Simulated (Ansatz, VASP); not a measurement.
Ru: VASP beside Ansatz

INCAR

```
SYSTEM = Ru
  ALGO = Normal
  EDIFF = 1E-7
  ENCUT = 520
  GGA = PE
  ISIF = 2
  ISMEAR = 0
  LASPH = .True.
  LCHARG = .False.
  LREAL = .False.
  LWAVE = .False.
  NBANDS = 13
  NELM = 100
  PREC = Accurate
  SIGMA = 0.1
```

KPOINTS

```
k-points
0
Gamma
  18 18 18
  0 0 0
```

Contents of POSCAR:

```
Ru
1.0
    0.0000000000      1.9150000000      1.9150000000
    1.9150000000      0.0000000000      1.9150000000
    1.9150000000      1.9150000000      0.0000000000
Ru
1
Direct
    0.0000000000      0.0000000000      0.0000000000
```

Input for Ansatz:

```yaml
crystal:
  lattice:
    - [0.0, 1.915, 1.915]
    - [1.915, 0.0, 1.915]
    - [1.915, 1.915, 0.0]
  atoms:
    - { symbol: Ru, position: [0.0, 0.0, 0.0] }
basis:
  ecutwfc: 420
kpoints:
  mp_grid: { grid: [18, 18, 18] }
hamiltonian:
  xc: pbe
scf:
  occupations: { method: gaussian, width: 0.1 }
output:
  forces: true
  stress: true
  eigenvalues: true
  populations: true
```

Alike in both runs: task single point; functional PBE; k mesh 18 × 18 × 18; occupations gaussian, width 0.1 eV; no spin polarisation.

|  | VASP | Ansatz |
| --- | --- | --- |
| version | VASP 6.6.1 | Ansatz 0.2.0 |
| potentials or method | VASP PAW PBE potentials, release 64 (Ru_pv), cutoff 520 eV | scalar-relativistic, plane waves, PAW |
| valence electrons in the cell | 14 | 16 |

VASP gave:

```
gap on the k mesh at the Fermi level (eV) : none
pressure (GPa)                            : -4.7
```

Problem. Which values does Ansatz return?

Solution. gap on the k mesh at the Fermi level (eV): none; pressure (GPa): -4.6.

A gap of «none» marks a metal or a gap that the smearing closes. The functional is the same, so the differences come from potentials, cutoffs and numerics. VASP's potentials hold 14 valence electrons a cell and Ansatz's 16, so a difference there can come from the potentials and not from the codes.
